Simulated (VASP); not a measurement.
# KZnF3 (Pm-3m) in VASP: further runs

The runs below take KZnF3 through single point, relaxation of cell and atoms, with r2SCAN, PBE.

All numbers are computed with VASP 6.6.1; they aren't measurements. Logs are shortened: lines on timing, memory, paths and dates and some standing lists are left out, and cuts for length are marked.

### Step 1. The cell of the first run

The structure is cubic, space group Pm-3m (No. 221). The conventional cell has a = 4.046 Å, b = 4.046 Å, c = 4.046 Å, α = 90.00°, β = 90.00°, γ = 90.00°. Within 3.8 Å of K (site symmetry m-3m) lie 12 F at 2.86 Å and 8 Zn at 3.50 Å. Within 2.7 Å of Zn (site symmetry m-3m) lie 6 F at 2.02 Å. F (site symmetry 4/mmm) has 2 Zn at 2.02 Å within 2.7 Å.

### Step 2. Single point, r2SCAN

Contents of POSCAR:

```
KZnF3
1.0
    4.0461640901      0.0000000000      0.0000000000
    0.0000000000      4.0461640901      0.0000000000
    0.0000000000      0.0000000000      4.0461640901
K Zn F
1 1 3
Direct
    0.0000000000      0.0000000000      0.0000000000
    0.5000000000      0.5000000000      0.5000000000
    0.5000000000      0.5000000000      0.0000000000
    0.0000000000      0.5000000000      0.5000000000
    0.5000000000      0.0000000000      0.5000000000
```

Contents of INCAR.step1:

```
SYSTEM = KZnF3
PREC = Accurate ; ENCUT = 520
ISMEAR = -1 ; SIGMA = 0.02
LREAL = .FALSE. ; LASPH = .TRUE.
NELM = 80 ; NBANDS = 29
GGA = PE ; ALGO = Normal
EDIFF = 1E-4 ; LWAVE = .TRUE.
LCHARG = .FALSE.
```

Contents of INCAR.step2:

```
SYSTEM = KZnF3
PREC = Accurate ; ENCUT = 520
EDIFF = 1E-6 ; ISMEAR = -1
SIGMA = 0.02 ; LREAL = .FALSE.
LASPH = .TRUE. ; NELM = 80
ALGO = Normal ; ISIF = 2
LWAVE = .FALSE. ; LCHARG = .FALSE.
METAGGA = R2SCAN ; LMIXTAU = .TRUE.
NBANDS = 29 ; ISTART = 1
```

Contents of KPOINTS:

```
Automatic mesh
0
G
  6 6 6
  0 0 0
```

Potentials or basis: VASP PAW PBE potentials, release 64 (K_sv, Zn, F).

Command:

```console
$ cat potpaw_PBE.64/K_sv/POTCAR potpaw_PBE.64/Zn/POTCAR potpaw_PBE.64/F/POTCAR > POTCAR
$ cp INCAR.step1 INCAR
$ mpirun -np 1 vasp_std > vasp.out
$ cp INCAR.step2 INCAR
$ mpirun -np 1 vasp_std > vasp.out
```

OUTCAR:

```text
SYSTEM = KZnF3
   PREC = Accurate
   ENCUT = 520
   EDIFF = 1E-6
   ISMEAR = -1
   LREAL = .FALSE.
   LASPH = .TRUE.
   NELM = 80
   ISIF = 2
   METAGGA = R2SCAN
   ISTART = 1

 ion  position               nearest neighbor table
   1  0.000  0.000  0.000-
   2  0.500  0.500  0.500-   3 2.02   4 2.02   5 2.02   3 2.02   5 2.02   4 2.02
   3  0.500  0.500  0.000-   2 2.02   2 2.02
   4  0.000  0.500  0.500-   2 2.02   2 2.02
   5  0.500  0.000  0.500-   2 2.02   2 2.02

  LATTYP: Found a simple cubic cell.
 ALAT       =     4.0461640901

  Lattice vectors:

 A1 = (   4.0461640901,   0.0000000000,   0.0000000000)
 A2 = (   0.0000000000,   4.0461640901,   0.0000000000)
 A3 = (   0.0000000000,   0.0000000000,   4.0461640901)

Analysis of symmetry for initial positions (statically):
=====================================================================
 Subroutine PRICEL returns:
 Original cell was already a primitive cell.

 Routine SETGRP: Setting up the symmetry group for a
 simple cubic supercell.

 Subroutine GETGRP returns: Found 48 space group operations
 (whereof 48 operations were pure point group operations)
 out of a pool of 48 trial point group operations.

The static configuration has the point symmetry O_h .

Analysis of symmetry for dynamics (positions and initial velocities):
=====================================================================
 Subroutine PRICEL returns:
 Original cell was already a primitive cell.

 Routine SETGRP: Setting up the symmetry group for a
 simple cubic supercell.

 Subroutine GETGRP returns: Found 48 space group operations
 (whereof 48 operations were pure point group operations)
 out of a pool of 48 trial point group operations.

The dynamic configuration has the point symmetry O_h .

 Subroutine INISYM returns: Found 48 space group operations
 (whereof 48 operations are pure point group operations),
 and found     1 'primitive' translations

----------------------------------------------------------------------------------------

                                     Primitive cell

  volume of cell :      66.2415

  direct lattice vectors                    reciprocal lattice vectors
[... 84 lines left out ...]
   LSORBIT =      F    spin-orbit coupling
   LASPH  =      T    aspherical Exc in radial PAW
   ENCUT  =  520.0 eV  38.22 Ry    6.18 a.u.   7.52  7.52  7.52*2*pi/ulx,y,z
   NELM   =     80;   NELMIN=  2; NELMDL=  0     # of ELM steps
   EDIFF  = 0.1E-05   stopping-criterion for ELM
   LREAL  =      F    real-space projection
   EDIFFG = 0.1E-04   stopping-criterion for IOM
   NSW    =      0    number of steps for IOM
   IBRION =     -1    ionic relax: 0-MD 1-quasi-New 2-CG
   NFREE  =      0    steps in history (QN), initial steepest desc. (CG)
   ISIF   =      2    stress and relaxation
   ISYM   =      2    0-nonsym 1-usesym 2-fastsym
   POTIM  = 0.5000    time-step for ionic-motion
   TEBEG  =    0.0;   TEEND  =   0.0 temperature during run
   PSTRESS=    0.0 pullay stress
   NELECT =      42.0000    total number of electrons
   NUPDOWN=      -1.0000    fix difference up-down
   EMIN   =  10.00;   EMAX   =-10.00  energy-range for DOS
   EFERMI =   0.00;   METHOD = LEGACY
   ISMEAR =    -1;   SIGMA  =   0.02  broadening in eV -4-tet -1-fermi 0-gaus
   EFERMI_NEDOS =   21; number of points for ismear=-14 and -15
   IALGO  =     38    algorithm
   IMIX   =      4    mixing-type and parameters
     AMIX     =   0.40;   BMIX     =  1.00
     AMIX_MAG =   1.60;   BMIX_MAG =  1.00
  volume/ion in A,a.u.               =      13.25        89.40
  Fermi-wavevector in a.u.,A,eV,Ry     =   1.406418  2.657745 26.912484  1.978012
  Thomas-Fermi vector in A             =   2.528780
   LORBIT       =      0    0 simple, 1 ext, 2 COOP (PROOUT), +10 PAW based schemes
   METAGGA = R2SCAN    functional components
   LHFCALC =     F    Hartree Fock is set to
   AEXX    =    0.0000 exact exchange contribution
   IVDW    =     0    specifies the selected vdW correction
   LEPSILON=     F    determine dielectric tensor
   LRPA    =     F    only Hartree local field effects (RPA)
 non-spin polarized calculation
  energy-cutoff  :      520.00
  volume of cell :       66.24
 maximum number of plane-waves:      1804
   NGX = 15   NGY = 15   NGZ = 15

 number of electron      41.9999980 magnetization

 Free energy of the ion-electron system (eV)
  ---------------------------------------------------
  ext. energy  EPLUGINS =         0.00000000
  ---------------------------------------------------
  free energy    TOTEN  =       -38.35587621 eV

  energy without entropy =      -38.35587621  energy(sigma->0) =      -38.35587621

 E-fermi :  -0.6814     XC(G=0): -10.4891

 val. band max:       -1.2077682370   @ k =   0.5000   0.5000   0.5000
 cond. band min:       3.3782486751   @ k =   0.0000   0.0000   0.0000
 fundamental gap:      4.5860169121
 Fermi energy:        -0.6814361194

 k-point     1 :       0.0000    0.0000    0.0000
  band No.  band energies     occupation
      1     -29.3994      2.00000
      2     -24.0785      2.00000
      3     -23.4777      2.00000
      4     -23.4777      2.00000
      5     -12.1209      2.00000
      6     -12.1209      2.00000
[... 629 lines left out ...]
     28      12.1077      0.00000
     29      13.1445      0.00000

------------------------ aborting loop because EDIFF is reached ----------------------------------------

  FORCE on cell =-STRESS in cart. coord.  units (eV):
  Direction    XX          YY          ZZ          XY          YZ          ZX
  --------------------------------------------------------------------------------------
  -------------------------------------------------------------------------------------
  Total        0.1187765      0.1187765      0.1187765     -0.0000000      0.0000000     -0.0000000
  in kB        2.8728346      2.8728346      2.8728346     -0.0000000      0.0000000     -0.0000000
  external PRESSURE =       2.8728346 kB  Pullay stress =       0.0000000 kB

 VOLUME and BASIS-vectors are now :
 -----------------------------------------------------------------------------
  energy-cutoff  :      520.00
  volume of cell :       66.24
      direct lattice vectors                 reciprocal lattice vectors
     4.046164090  0.000000000  0.000000000     0.247147663  0.000000000  0.000000000
     0.000000000  4.046164090  0.000000000     0.000000000  0.247147663  0.000000000
     0.000000000  0.000000000  4.046164090     0.000000000  0.000000000  0.247147663

 POSITION                                       TOTAL-FORCE (eV/Angst)
 -----------------------------------------------------------------------------------
      0.00000      0.00000      0.00000         0.000000      0.000000      0.000000
      2.02308      2.02308      2.02308         0.000000      0.000000      0.000000
      2.02308      2.02308      0.00000         0.000000      0.000000      0.000000
      0.00000      2.02308      2.02308         0.000000      0.000000      0.000000
      2.02308      0.00000      2.02308         0.000000      0.000000      0.000000
 -----------------------------------------------------------------------------------
    total drift:                                0.000000      0.000000     -0.000000

  FREE ENERGIE OF THE ION-ELECTRON SYSTEM (eV)
  ---------------------------------------------------
  free  energy   TOTEN  =       -38.3558762106 eV

  energy  without entropy=      -38.3558762106  energy(sigma->0) =      -38.35587621
```

OUTCAR.step1:

```text
SYSTEM = KZnF3
   PREC = Accurate
   ENCUT = 520
   ISMEAR = -1
   LREAL = .FALSE.
   LASPH = .TRUE.
[... 864 lines left out ...]
      2.02308      2.02308      0.00000         0.000000      0.000000      0.000000
      0.00000      2.02308      2.02308         0.000000      0.000000      0.000000
      2.02308      0.00000      2.02308         0.000000      0.000000      0.000000
 -----------------------------------------------------------------------------------
    total drift:                                0.000000      0.000000     -0.000000

  FREE ENERGIE OF THE ION-ELECTRON SYSTEM (eV)
  ---------------------------------------------------
  free  energy   TOTEN  =       -20.2585448531 eV

  energy  without entropy=      -20.2585448531  energy(sigma->0) =      -20.25854485
```

Run time: 64 s. Hardware: 1 thread of Intel Xeon 6975P-C (Granite Rapids), shared host; peak memory 0.19 GiB.

What came out:

| Quantity | Value |
| --- | --- |
| Free energy | -38.3559 eV |
| Pressure | 0.3 GPa |
| Band gap on the k mesh | 4.59 eV, indirect (least direct gap 6.59 eV) |

Levels at points of the mesh, in eV from the valence-band top:
```csv
k point,band 17,band 18,band 19,band 20,band 21,band 22,band 23,band 24,band 25,band 26
"(0.00, 0.00, 0.00)",-2.23,-2.23,-2.00,-2.00,-2.00,4.59,9.28,9.28,10.28,11.78
"(0.50, 0.00, 0.00)",-2.18,-2.18,-1.80,-1.80,-1.51,7.37,9.02,10.26,11.87,11.87
"(0.50, 0.50, 0.00)",-2.09,-1.88,-1.88,-1.66,0.00,8.85,10.81,11.01,11.01,12.21
"(0.50, 0.50, 0.50)",-1.65,-1.65,-1.65,0.00,0.00,9.19,9.19,9.19,11.20,13.26
```

Caveat: the PAW data sets were made with another functional, which shifts forces and pressure a little.

[end of part 1 of 2]
